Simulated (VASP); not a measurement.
Write the native input for VASP 6.6.1 that does the following.

```yaml
Task: single point
Functional: PBEsol
Potentials_or_basis: VASP PAW PBE potentials, release 64 (C)
Cutoff: 520 eV
k_mesh: 15 × 15 × 1
Occupations: gaussian, width 0.1 eV
Spin: no spin polarisation
Dipole_correction: yes
Further_INCAR_settings: ALGO = Normal; EDIFF = 1e-06; NBANDS = 26
```

The structure of C lies in POSCAR:

```
C
1.0
    2.4589569349      0.0000000000      0.0000000000
   -1.2294784674      2.1295191724      0.0000000000
    0.0000000000      0.0000000000     42.7207955651
C
8
Direct
    0.0000000000      0.0000000000      0.1755645193
    0.3333333333      0.6666666667      0.1755585284
    0.0000000000      0.0000000000      0.2600436921
    0.6666666667      0.3333333333      0.2600496830
    0.3333333333      0.6666666667      0.7399503170
    0.0000000000      0.0000000000      0.7399563079
    0.0000000000      0.0000000000      0.8244354807
    0.6666666667      0.3333333333      0.8244414716
```

These files were run (other wordings do the same):

INCAR

```
PREC = Accurate ; ENCUT = 520
EDIFF = 1E-6 ; ISMEAR = 0
SIGMA = 0.1 ; LREAL = F
LASPH = T ; NELM = 80
ALGO = Normal ; ISIF = 2
LWAVE = F ; LCHARG = T
LDIPOL = T ; IDIPOL = 3
DIPOL = 0.5 0.5 0.500 ; GGA = PS
LELF = T ; LVHAR = T
LVACPOTAV = T ; NBANDS = 26
```

KPOINTS

```
Automatic mesh
0
Gamma
  15 15 1
```

Potentials or basis: VASP PAW PBE potentials, release 64 (C).

Run with:

```console
$ cat potpaw_PBE.64/C/POTCAR > POTCAR
$ mpirun -np 1 vasp_std > vasp.out
```

It gave:

The band gap on the k mesh is zero (filled and empty bands touch).

Wall time 6.7 min on 1 thread of Intel Xeon 8259CL, with other jobs on the host, peak memory 0.35 GiB.
